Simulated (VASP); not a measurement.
Wanted: the native input for a VASP 6.6.1 run.

| Quantity | Value |
| --- | --- |
| Task | relaxation of cell and atoms |
| Functional | PBE |
| Potentials or basis | VASP PAW PBE potentials, release 64 (Al, Au) |
| Cutoff | 600 eV |
| k mesh | 14 × 14 × 14 |
| Occupations | gaussian, width 0.1 eV |
| Spin | no spin polarisation |
| Dipole correction | no |
| Further INCAR settings | ALGO = Normal; EDIFF = 1e-06; IBRION = 2; EDIFFG = -0.01; NSW = 100; ISIF = 3 |

The structure of Al2Au lies in POSCAR:

```
Al2Au
1.0
    0.0000000000      3.0507316398      3.0507316398
    3.0507316398      0.0000000000      3.0507316398
    3.0507316398      3.0507316398      0.0000000000
Al Au
2 1
Direct
    0.5000000000      0.5000000000      0.5000000000
    0.7500000000      0.7500000000      0.7500000000
    0.0000000000      0.0000000000      0.0000000000
```

These files were run (other wordings do the same):

INCAR

```
SYSTEM = Al2Au
  PREC = Accurate
  ENCUT = 600
  EDIFF = 1E-6
  ISMEAR = 0
  SIGMA = 0.1
  LREAL = .FALSE.
  LASPH = .TRUE.
  NELM = 100
  ALGO = Normal
  ISIF = 3
  LWAVE = .FALSE.
  LCHARG = .FALSE.
  GGA = PE
  IBRION = 2
  NSW = 100
  EDIFFG = -0.01
```

KPOINTS

```
regular mesh
0
G
  14 14 14
  0 0 0
```

Potentials or basis: VASP PAW PBE potentials, release 64 (Al, Au).

The run is started by

```bash
$ cat potpaw_PBE.64/Al/POTCAR potpaw_PBE.64/Au/POTCAR > POTCAR
$ mpirun -np 1 vasp_std > vasp.out
```

Results of the run:

| Property | Result |
| --- | --- |
| Relaxed volume | 19.03 Å³/atom |
| Relaxed cell | a = 4.322 Å, b = 4.322 Å, c = 4.322 Å, α = 60.00°, β = 60.00°, γ = 60.00° |
| Space group after relaxing (to 0.05 Å) | F-43m (No. 216) |
| Energy gained by relaxing | 0.1 meV/atom |
| Ionic steps | 3 |
| Pressure after relaxing | 0.0 GPa |

Wall time 3.7 min on 1 thread of Intel Xeon 8259CL, with other jobs on the host, peak memory 0.27 GiB.
